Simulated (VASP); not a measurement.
FeO: relaxation of cell and atoms with RPBE+D4

FeO:

```
CELL_PARAMETERS angstrom
0.00000 2.15540 2.15540
2.15540 0.00000 2.15540
2.15540 2.15540 0.00000
ATOMIC_POSITIONS crystal
Fe 0.00000 0.00000 0.00000
O 0.50000 0.50000 0.50000
```

* Program: VASP 6.6.1
* Task: relaxation of cell and atoms
* Functional: RPBE
* Dispersion: D4
* Potentials or basis: VASP PAW PBE potentials, release 64 (Fe, O)
* Cutoff: 600 eV
* k mesh: 11 × 11 × 11
* Occupations: fermi-dirac, width 0.05 eV
* Spin: collinear spin, ferromagnetic start
* Starting moments: [3.0, 0.0] μB
* Dipole correction: no
* Further INCAR settings: ALGO = Normal; EDIFF = 1e-06; IBRION = 2; EDIFFG = -0.01; NSW = 60; ISIF = 3

```
Relaxed volume                                        : 9.85 Å³/atom
Relaxed cell                                          : a = 3.031 Å, b = 3.031 Å, c = 3.031 Å, α = 60.00°, β = 60.00°, γ = 60.00°
Space group after relaxing (to 0.1 Å)                 : Fm-3m (No. 225)
Energy gained by relaxing                             : 2.4 meV/atom
Ionic steps                                           : 8
Pressure after relaxing                               : 0.0 GPa
Band gap on the k mesh                                : zero (filled and empty bands overlap)
Net moment                                            : 4.00 μB per cell
Site moments                                          : Fe +3.62; O +0.30 μB
Valence electrons inside the program's atomic spheres : Fe 6.75; O 5.02
Dispersion energy per atom                            : -0.721 eV
```

The path:
| step | energy change (eV) | largest force (eV/Å) | pressure (GPa) | volume (Å³) |
| --- | --- | --- | --- | --- |
| 1 | 0.0000 | 0.0000 | -3.86 | 20.03 |
| 2 | 0.4077 | 0.0000 | 5.44 | 19.34 |
| 3 | -0.0047 | 0.0000 | -1.11 | 19.73 |
| 4 | -0.0042 | 0.0000 | 8.60 | 19.66 |
| 5 | -0.0047 | 0.0000 | -1.02 | 19.72 |
| 6 | -0.0048 | 0.0000 | 0.18 | 19.69 |
| 7 | -0.0048 | 0.0000 | -0.31 | 19.70 |
| 8 | -0.0048 | 0.0000 | 0.01 | 19.70 |

Final structure:
```yaml
crystal:
  lattice:
    - [0.00000, 2.14349, 2.14349]
    - [2.14349, 0.00000, 2.14349]
    - [2.14349, 2.14349, 0.00000]
  atoms:
    - { symbol: Fe, position: [0.00000, 0.00000, 0.00000] }
    - { symbol: O, position: [0.50000, 0.50000, 0.50000] }
```

Levels at points of the mesh, in eV from the Fermi level:
Spin up:
| k point | band 6 | band 7 | band 8 | band 9 | band 10 | band 11 | band 12 | band 13 |
| --- | --- | --- | --- | --- | --- | --- | --- | --- |
| (0.00, 0.00, 0.00) | -3.89 | -3.89 | -3.76 | -3.76 | 0.19 | 15.56 | 17.18 | 17.18 |
Spin down:
```csv
k point,band 1,band 2,band 3,band 4,band 5,band 6,band 7,band 8,band 9,band 10
"(0.00, 0.00, 0.00)",-20.44,-3.32,-3.32,-3.32,-0.75,-0.75,-0.75,0.24,0.24,0.98
```

Run time: 4.2 min on 1 thread of Intel Xeon 8259CL (shared host), peak memory 0.18 GiB.

Caveat: the PAW data sets were made with another functional, which shifts forces and pressure a little; a cell with one magnetic atom can't hold antiferromagnetic order, which such compounds often take; semilocal functionals often make such compounds metallic where correlation or magnetic order opens a gap, which also shifts bond lengths. With open d or f shells a metallic result of RPBE can be an artefact of self-interaction; +U or a hybrid may open a gap.
